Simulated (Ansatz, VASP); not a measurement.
## SiO2: VASP beside Ansatz

```xyz
6
Lattice="0.0000 3.7289 3.7289 3.7289 0.0000 3.7289 3.7289 3.7289 0.0000" Properties=species:S:1:pos:R:3 pbc="T T T"
Si    3.7289    3.7289    3.7289
Si    1.8645    1.8645    1.8645
O     4.6611    2.7967    4.6611
O     4.6611    4.6611    2.7967
O     2.7967    2.7967    2.7967
O     2.7967    4.6611    4.6611
```

Alike in both runs: functional PBE; k mesh 4 × 4 × 4; occupations gaussian, width 0.1 eV; no spin polarisation.

Ansatz relaxed the structure, and its values are those at the end. VASP's run is a single point on that final structure, the one shown.

|  | VASP | Ansatz |
| --- | --- | --- |
| version | VASP 6.6.1 | Ansatz 0.2.0 |
| potentials or method | VASP PAW PBE potentials, release 64 (Si, O), cutoff 600 eV | scalar-relativistic, plane waves, PAW |
| valence electrons in the cell | 32 | 32 |

```csv
,VASP,Ansatz,Ansatz less VASP
gap on the k mesh at the Fermi level (eV),5.38,5.38,+0.001
least direct gap on the mesh (eV),5.38,5.38,+0.001
pressure (GPa),0.0,0.2,+0.19
```
